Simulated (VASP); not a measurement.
Here is a VASP 6.6.1 calculation.

File INCAR:

```
PREC     = Accurate       # precision mode
ENCUT    = 600            # plane-wave cutoff, eV
EDIFF    = 1E-6           # SCF threshold, eV
ISMEAR   = 0              # smearing method
SIGMA    = 0.05           # smearing width, eV
LREAL    = F              # projectors in reciprocal space
LASPH    = T              # aspherical terms in the spheres
NELM     = 200            # most SCF steps
ALGO     = Normal         # electronic algorithm
ISIF     = 2              # what is computed and relaxed
LWAVE    = F              # write WAVECAR
LCHARG   = T              # write CHGCAR
ISPIN    = 2              # spin polarisation
MAGMOM   = 7 0            # initial moments
LORBIT   = 11             # projections on sites
LMAXMIX  = 6              # l up to which the mixer works
LDAU     = T              # DFT+U
LDAUTYPE = 2            
LDAUL    = 3 -1           # shell
LDAUU    = 6 0            # U, eV
LDAUJ    = 0 0          
LDAUPRINT= 1            
GGA      = PE             # functional
LELF     = T              # ELF
LVHAR    = T            
NBANDS   = 22             # bands
GGA_COMPAT= F
```

File KPOINTS:

```
Automatic mesh
0
Gamma
  8 8 8
```

The input POSCAR:

```
EuS
1.0
    0.0000000000      2.9785018670      2.9785018670
    2.9785018670      0.0000000000      2.9785018670
    2.9785018670      2.9785018670      0.0000000000
Eu S
1 1
Direct
    0.5000000000      0.5000000000      0.5000000000
    0.0000000000      0.0000000000      0.0000000000
```

Potentials or basis: VASP PAW PBE potentials, release 64 (Eu, S).

Command:

```console
$ cat potpaw_PBE.64/Eu/POTCAR potpaw_PBE.64/S/POTCAR > POTCAR
$ mpirun -np 1 vasp_std > vasp.out
```

(1) What does it give for the site moments?

(2) Predict the pressure.

Answers

(1) Eu +6.72; S -0.06 μB.

(2) 1.0 GPa.

Caveat: a cell with one magnetic atom can't hold antiferromagnetic order, which such compounds often take.
